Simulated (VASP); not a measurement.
# Sb3Ga3 in VASP: single point with PBE

Aim: the single point of Sb3Ga3 with PBE.

Program: VASP 6.6.1. These are calculated values, not measurements. Logs are shortened: lines on timing, memory, paths and dates and some standing lists are left out, and cuts for length are marked.

## 1. The cell of the first run

The cell holds a cluster in a box, 6 atoms: a = 13.200 Å, b = 13.500 Å, c = 13.800 Å, α = 90.00°, β = 90.00°, γ = 90.00°.

## 2. Single point, PBE, collinear spin

INCAR

```
SYSTEM = GaSb
ALGO     = Normal         ! electronic algorithm
EDIFF    = 1E-6           ! SCF threshold, eV
ENCUT    = 520            ! plane-wave cutoff, eV
GGA      = PE             ! functional
ISIF     = 2              ! what is computed and relaxed
ISMEAR   = 0              ! smearing method
ISPIN    = 2              ! spin polarisation
LASPH    = .TRUE.         ! aspherical terms in the spheres
LCHARG   = .FALSE.        ! write CHGCAR
LORBIT   = 11             ! projections on sites
LREAL    = .FALSE.        ! projectors in reciprocal space
LWAVE    = .FALSE.        ! write WAVECAR
MAGMOM   = 0.4 0.4 0.4 0.4 0.4 0.4 ! initial moments
NBANDS   = 40             ! bands
NELM     = 150            ! most SCF steps
PREC     = Accurate       ! precision mode
SIGMA    = 0.05           ! smearing width, eV
```

KPOINTS

```
k-points
0
G
  1 1 1
  0 0 0
```

POSCAR

```
GaSb
1.0
   13.2000000000      0.0000000000      0.0000000000
    0.0000000000     13.5000000000      0.0000000000
    0.0000000000      0.0000000000     13.8000000000
Sb Ga
3 3
Direct
    0.4062947293      0.4116672685      0.6678486057
    0.4238444982      0.6850947013      0.4246199982
    0.6734625356      0.4087421332      0.4065015740
    0.3809924133      0.5391907475      0.5357757052
    0.5666765884      0.4231221637      0.5629250609
    0.5501128859      0.5493953387      0.3876554566
```

Potentials or basis: VASP PAW PBE potentials, release 64 (Sb, Ga_d).

On the command line:

```sh
$ cat potpaw_PBE.64/Sb/POTCAR potpaw_PBE.64/Ga_d/POTCAR > POTCAR
$ mpirun -np 1 vasp_gam > vasp.out
```

OUTCAR:

```text
SYSTEM = GaSb
   EDIFF = 1E-6
   ENCUT = 520
   GGA = PE
   ISIF = 2
   ISMEAR = 0
   ISPIN = 2
   LASPH = .TRUE.
   LORBIT = 11
   LREAL = .FALSE.
   NELM = 150
   PREC = Accurate

 ion  position               nearest neighbor table
   1  0.406  0.412  0.668-   4 2.53   5 2.57
   2  0.424  0.685  0.425-   6 2.53   4 2.56
   3  0.673  0.409  0.407-   6 2.51   5 2.59
   4  0.381  0.539  0.536-   1 2.53   2 2.56
   5  0.567  0.423  0.563-   1 2.57   3 2.59
   6  0.550  0.549  0.388-   3 2.51   2 2.53

  LATTYP: Found a simple orthorhombic cell.
 ALAT       =    13.2000000000
 B/A-ratio  =     1.0227272727
 C/A-ratio  =     1.0454545455

  Lattice vectors:

 A1 = (  13.2000000000,   0.0000000000,   0.0000000000)
 A2 = (   0.0000000000,  13.5000000000,   0.0000000000)
 A3 = (   0.0000000000,   0.0000000000,  13.8000000000)

Analysis of symmetry for initial positions (statically):
=====================================================================
 Subroutine PRICEL returns:
 Original cell was already a primitive cell.

 Routine SETGRP: Setting up the symmetry group for a
 simple orthorhombic supercell.

 Subroutine GETGRP returns: Found  1 space group operations
 (whereof  1 operations were pure point group operations)
 out of a pool of  8 trial point group operations.

The static configuration has the point symmetry C_1 .

Analysis of symmetry for dynamics (positions and initial velocities):
=====================================================================
 Subroutine PRICEL returns:
 Original cell was already a primitive cell.

 Routine SETGRP: Setting up the symmetry group for a
 simple orthorhombic supercell.

 Subroutine GETGRP returns: Found  1 space group operations
 (whereof  1 operations were pure point group operations)
 out of a pool of  8 trial point group operations.

The dynamic configuration has the point symmetry C_1 .

Analysis of structural, dynamic, and magnetic symmetry:
=====================================================================
 Subroutine PRICEL returns:
 Original cell was already a primitive cell.

 Routine SETGRP: Setting up the symmetry group for a
 simple orthorhombic supercell.

 Subroutine GETGRP returns: Found  1 space group operations
 (whereof  1 operations were pure point group operations)
 out of a pool of  8 trial point group operations.

The overall configuration has the point symmetry C_1 .

 Subroutine INISYM returns: Found  1 space group operations
 (whereof  1 operations are pure point group operations),
 and found     1 'primitive' translations

----------------------------------------------------------------------------------------

                                     Primitive cell

  volume of cell :    2459.1600

  direct lattice vectors                    reciprocal lattice vectors
    13.200000000  0.000000000  0.000000000     0.075757576  0.000000000  0.000000000
     0.000000000 13.500000000  0.000000000     0.000000000  0.074074074  0.000000000
     0.000000000  0.000000000 13.800000000     0.000000000  0.000000000  0.072463768

  length of vectors
    13.200000000 13.500000000 13.800000000     0.075757576  0.074074074  0.072463768

  position of ions in fractional coordinates (direct lattice)
     0.406294729  0.411667268  0.667848606
     0.423844498  0.685094701  0.424619998
     0.673462536  0.408742133  0.406501574
     0.380992413  0.539190748  0.535775705
     0.566676588  0.423122164  0.562925061
     0.550112886  0.549395339  0.387655457

  ion indices of the primitive-cell ions
   primitive index   ion index
                 1           1
                 2           2
                 3           3
                 4           4
                 5           5
                 6           6

----------------------------------------------------------------------------------------

 KPOINTS: k-points

Automatic generation of k-mesh.
 Grid dimensions read from file:
 generate k-points for:    1    1    1

 Generating k-lattice:

  Cartesian coordinates                     Fractional coordinates (reciprocal lattice)
     0.075757576  0.000000000  0.000000000     1.000000000  0.000000000  0.000000000
     0.000000000  0.074074074  0.000000000     0.000000000  1.000000000  0.000000000
     0.000000000  0.000000000  0.072463768     0.000000000  0.000000000  1.000000000

  Length of vectors
     0.075757576  0.074074074  0.072463768

  Shift w.r.t. Gamma in fractional coordinates (k-lattice)
     0.000000000  0.000000000  0.000000000

 Subroutine IBZKPT returns following result:
 ===========================================

 Found      1 irreducible k-points:

 Following reciprocal coordinates:
            Coordinates               Weight
  0.000000  0.000000  0.000000      1.000000
   k-points           NKPTS =      1   k-points in BZ     NKDIM =      1   number of bands    NBANDS=     40
   number of dos      NEDOS =    301   number of ions     NIONS =      6
   total plane-waves  NPLWV = ******
   dimension x,y,z NGX =    98 NGY =  100 NGZ =  108
   dimension x,y,z NGXF=   196 NGYF=  200 NGZF=  216
   ions per type =               3   3
   NGX,Y,Z   is equivalent  to a cutoff of  12.34, 12.31, 13.01 a.u.
   NGXF,Y,Z  is equivalent  to a cutoff of  24.69, 24.63, 26.02 a.u.
 SYSTEM =  GaSb
   PREC   = accura    normal or accurate (medium, high low for compatibility)
   ISTART =      0    job   : 0-new  1-cont  2-samecut
   ICHARG =      2    charge: 1-file 2-atom 10-const
   ISPIN  =      2    spin polarized calculation?
   LNONCOLLINEAR =      F non collinear calculations
   LSORBIT =      F    spin-orbit coupling
   LASPH  =      T    aspherical Exc in radial PAW
   ENCUT  =  520.0 eV  38.22 Ry    6.18 a.u.  24.54 25.10 25.66*2*pi/ulx,y,z
   NELM   =    150;   NELMIN=  2; NELMDL= -5     # of ELM steps
   EDIFF  = 0.1E-05   stopping-criterion for ELM
   LREAL  =      F    real-space projection
   EDIFFG = 0.1E-04   stopping-criterion for IOM
   NSW    =      0    number of steps for IOM
   IBRION =     -1    ionic relax: 0-MD 1-quasi-New 2-CG
   NFREE  =      0    steps in history (QN), initial steepest desc. (CG)
   ISIF   =      2    stress and relaxation
   ISYM   =      2    0-nonsym 1-usesym 2-fastsym
   POTIM  = 0.5000    time-step for ionic-motion
   TEBEG  =    0.0;   TEEND  =   0.0 temperature during run
   PSTRESS=    0.0 pullay stress
   NELECT =      54.0000    total number of electrons
   NUPDOWN=      -1.0000    fix difference up-down
   EMIN   =  10.00;   EMAX   =-10.00  energy-range for DOS
   EFERMI =   0.00;   METHOD = LEGACY
   ISMEAR =     0;   SIGMA  =   0.05  broadening in eV -4-tet -1-fermi 0-gaus
   EFERMI_NEDOS =   21; number of points for ismear=-14 and -15
   IALGO  =     38    algorithm
   IMIX   =      4    mixing-type and parameters
     AMIX     =   0.40;   BMIX     =  1.00
     AMIX_MAG =   1.60;   BMIX_MAG =  1.00
  volume/ion in A,a.u.               =     409.86      2765.87
  Fermi-wavevector in a.u.,A,eV,Ry     =   0.458434  0.866315  2.859428  0.210162
  Thomas-Fermi vector in A             =   1.443752
   LORBIT       =     11    0 simple, 1 ext, 2 COOP (PROOUT), +10 PAW based schemes
   GGA     = PE    functional components
   LHFCALC =     F    Hartree Fock is set to
   AEXX    =    0.0000 exact exchange contribution
   IVDW    =     0    specifies the selected vdW correction
   LEPSILON=     F    determine dielectric tensor
   LRPA    =     F    only Hartree local field effects (RPA)
 spin polarized calculation
 Gauss-broadening in eV      SIGMA  =   0.05
  energy-cutoff  :      520.00
  volume of cell :     2459.16
 maximum number of plane-waves:     33127
 NGX is ok and might be reduce to    98
   NGX = 49   NGY = 51   NGZ = 51

 number of electron      54.0000007 magnetization       0.0003885

 number of electron      54.0000007 magnetization      -0.0000158

 Free energy of the ion-electron system (eV)
  ---------------------------------------------------
  ext. energy  EPLUGINS =         0.00000000
  ---------------------------------------------------
  free energy    TOTEN  =       -17.20780467 eV

  energy without entropy =      -17.20780467  energy(sigma->0) =      -17.20780467

 E-fermi :  -3.9271     XC(G=0):  -1.3251

 val. band max:       -4.1580739712   @ k =   0.0000   0.0000   0.0000
 cond. band min:      -3.6871759499   @ k =   0.0000   0.0000   0.0000
 fundamental gap:      0.4708980214
 Fermi energy:        -3.9271432466

 spin component 1

 k-point     1 :       0.0000    0.0000    0.0000
  band No.  band energies     occupation
      1     -19.1367      1.00000
      2     -19.0867      1.00000
      3     -19.0702      1.00000
      4     -19.0648      1.00000
      5     -19.0399      1.00000
      6     -19.0139      1.00000
[... 31 lines left out ...]
     38       0.7142      0.00000
     39       0.7555      0.00000
 Fermi energy:        -3.9271432466

 spin component 2

 k-point     1 :       0.0000    0.0000    0.0000
  band No.  band energies     occupation
      1     -19.1367      1.00000
      2     -19.0867      1.00000
      3     -19.0702      1.00000
      4     -19.0648      1.00000
      5     -19.0399      1.00000
      6     -19.0139      1.00000
[... 31 lines left out ...]
     38       0.7118      0.00000
     39       0.7534      0.00000
 [bands above 39 left out]

------------------------ aborting loop because EDIFF is reached ----------------------------------------

  FORCE on cell =-STRESS in cart. coord.  units (eV):
  Direction    XX          YY          ZZ          XY          YZ          ZX
  --------------------------------------------------------------------------------------
  -------------------------------------------------------------------------------------
  Total        0.1169964      0.1322164      0.1115428     -0.0543296     -0.0288014     -0.0973879
  in kB        0.0762248      0.0861409      0.0726717     -0.0353965     -0.0187645     -0.0634496
  external PRESSURE =       0.0783458 kB  Pullay stress =       0.0000000 kB

 VOLUME and BASIS-vectors are now :
 -----------------------------------------------------------------------------
  energy-cutoff  :      520.00
  volume of cell :     2459.16
      direct lattice vectors                 reciprocal lattice vectors
    13.200000000  0.000000000  0.000000000     0.075757576  0.000000000  0.000000000
     0.000000000 13.500000000  0.000000000     0.000000000  0.074074074  0.000000000
     0.000000000  0.000000000 13.800000000     0.000000000  0.000000000  0.072463768

 POSITION                                       TOTAL-FORCE (eV/Angst)
 -----------------------------------------------------------------------------------
      5.36309      5.55751      9.21631        -0.023984     -0.021259      0.036495
      5.59475      9.24878      5.85976        -0.016233      0.051264     -0.004531
      8.88971      5.51802      5.60972         0.039188     -0.023719     -0.019448
      5.02910      7.27908      7.39370         0.000947     -0.010726      0.000943
      7.48013      5.71215      7.76837        -0.004057      0.022491     -0.006065
      7.26149      7.41684      5.34965         0.004139     -0.018051     -0.007395
 -----------------------------------------------------------------------------------
    total drift:                                0.001796      0.002565      0.002646

  FREE ENERGIE OF THE ION-ELECTRON SYSTEM (eV)
  ---------------------------------------------------
  free  energy   TOTEN  =       -17.2078046665 eV

  energy  without entropy=      -17.2078046665  energy(sigma->0) =      -17.20780467

 total charge

# of ion       s       p       d       tot
------------------------------------------
    1        1.199   1.210   0.020   2.429
    2        1.200   1.208   0.021   2.429
    3        1.200   1.209   0.020   2.429
    4        1.005   0.610   9.944  11.559
    5        1.014   0.579   9.945  11.537
    6        0.999   0.632   9.944  11.575
--------------------------------------------------
tot          6.617   5.448  29.894  41.959

 magnetization (x)

# of ion       s       p       d       tot
------------------------------------------
    1        0.000  -0.000   0.000  -0.000
    2        0.000  -0.000   0.000  -0.000
    3        0.000  -0.000   0.000  -0.000
    4        0.000   0.000  -0.000   0.000
    5        0.000   0.000   0.000   0.000
    6        0.000   0.000  -0.000   0.000
--------------------------------------------------
tot          0.000   0.000   0.000   0.000
```

Wall time 23 min (1 thread of Intel Xeon 8259CL, shared host); peak memory 2.4 GiB.

Results:

```yaml
Free_energy: -17.2078 eV
Largest_force: 0.054 eV/Å
Gap_between_the_frontier_levels: 0.47 eV
Net_moment: 0.00 μB per cell
Valence_electrons_inside_the_program's_atomic_spheres: Sb 2.43; Ga 11.56, 11.54, 11.57
```

Forces in eV/Å, atoms in the order of the input:
```
Sb  -0.024 -0.021  0.036
Sb  -0.016  0.051 -0.005
Sb   0.039 -0.024 -0.019
Ga   0.001 -0.011  0.001
Ga  -0.004  0.022 -0.006
Ga   0.004 -0.018 -0.007
```

Caveat: semilocal functionals underestimate gaps, and a narrow one can read as zero; spin-orbit coupling is left out, which moves the levels of the heavy elements.
